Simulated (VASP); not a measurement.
Wanted: the native input for a VASP 6.6.1 run.

```yaml
Task: single point
Functional: PBEsol
Potentials_or_basis: VASP PAW PBE potentials, release 64 (Al, Co)
Cutoff: 520 eV
k_mesh: 22 × 22 × 22
Occupations: gaussian, width 0.15 eV
Spin: no spin polarisation
Dipole_correction: no
Further_INCAR_settings: ALGO = Fast; EDIFF = 1e-06; NBANDS = 13
```

The structure of AlCo lies in POSCAR:

```
AlCo
1.0
    3.1048440893      0.0000000000      0.0000000000
    0.0000000000      2.8225855357      0.0000000000
    0.0000000000      0.0000000000      2.8225855357
Al Co
1 1
Direct
    0.0000000000      0.0000000000      0.0000000000
    0.5000000000      0.5000000000      0.5000000000
```

This cell differs from its parent crystal: strain +0.1000 x Voigt [1, 0, 0, 0, 0, 0].

The input as run:

INCAR

```
ALGO     = Fast           # electronic algorithm
EDIFF    = 1E-6           # SCF threshold, eV
ENCUT    = 520            # plane-wave cutoff, eV
GGA      = PS             # functional
ISIF     = 2              # what is computed and relaxed
ISMEAR   = 0              # smearing method
LASPH    = T              # aspherical terms in the spheres
LCHARG   = F              # write CHGCAR
LREAL    = F              # projectors in reciprocal space
LWAVE    = F              # write WAVECAR
NBANDS   = 13             # bands
NELM     = 100            # most SCF steps
PREC     = Accurate       # precision mode
SIGMA    = 0.15           # smearing width, eV
```

KPOINTS

```
k-points
0
Gamma
  22 22 22
```

Potentials or basis: VASP PAW PBE potentials, release 64 (Al, Co).

Command:

```sh
$ cat potpaw_PBE.64/Al/POTCAR potpaw_PBE.64/Co/POTCAR > POTCAR
$ mpirun -np 1 vasp_std > vasp.out
```

It gave:

```
Pressure               : -14.4 GPa
Band gap on the k mesh : zero (bands 6 and 7 overlap by 2.62 eV)
```

Caveat: the cell differs from its parent crystal (strain +0.1000 x Voigt [1, 0, 0, 0, 0, 0]); the cell stands under tension; the PAW data sets were made with another functional, which shifts forces and pressure a little; the run has no spin polarisation, though such a crystal can be magnetic.

Run time: 2.8 min on 1 thread of Intel(R) Xeon(R) Platinum 8259CL CPU @ 2.50GHz (Skylake/Cascade Lake), on a shared host, peak memory 0.41 GiB.
